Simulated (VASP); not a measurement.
Input of a VASP 6.6.1 run:

The input INCAR:

```
SYSTEM = Al
PREC     = Accurate       ! precision mode
ENCUT    = 500            ! plane-wave cutoff, eV
EDIFF    = 1E-6           ! SCF threshold, eV
ISMEAR   = -1             ! smearing method
SIGMA    = 0.1            ! smearing width, eV
LREAL    = .FALSE.        ! projectors in reciprocal space
LASPH    = .TRUE.         ! aspherical terms in the spheres
NELM     = 120            ! most SCF steps
ALGO     = Normal         ! electronic algorithm
ISIF     = 2              ! what is computed and relaxed
LWAVE    = .FALSE.        ! write WAVECAR
LCHARG   = .TRUE.         ! write CHGCAR
GGA      = PS             ! functional
LELF     = .TRUE.         ! ELF
LVHAR    = .TRUE.       
NBANDS   = 8              ! bands
GGA_COMPAT= .FALSE.
```

The input KPOINTS:

```
Automatic mesh
0
Gamma
  18 16 18
  0.5 0.5 0.5
```

POSCAR

```
Al
1.0
   -1.6198606264      1.5067408897      1.4925631312
    1.6671198215     -1.6340383849      1.6671198215
    1.4925631312      1.5067408897     -1.6198606264
Al
1
Direct
    0.0000000000      0.0000000000      0.0000000000
```

Potentials or basis: VASP PAW PBE potentials, release 64 (Al).

Command:

```console
$ cat potpaw_PBE.64/Al/POTCAR > POTCAR
$ mpirun -np 1 vasp_std > vasp.out
```

Question: Estimate the pressure.

Answer: 10.8 GPa.

Stress tensor (GPa, compression positive):
```
11.53  5.30 -0.66
 5.30  9.39  5.30
-0.66  5.30 11.53
```

Caveat: the PAW data sets were made with another functional, which shifts forces and pressure a little.
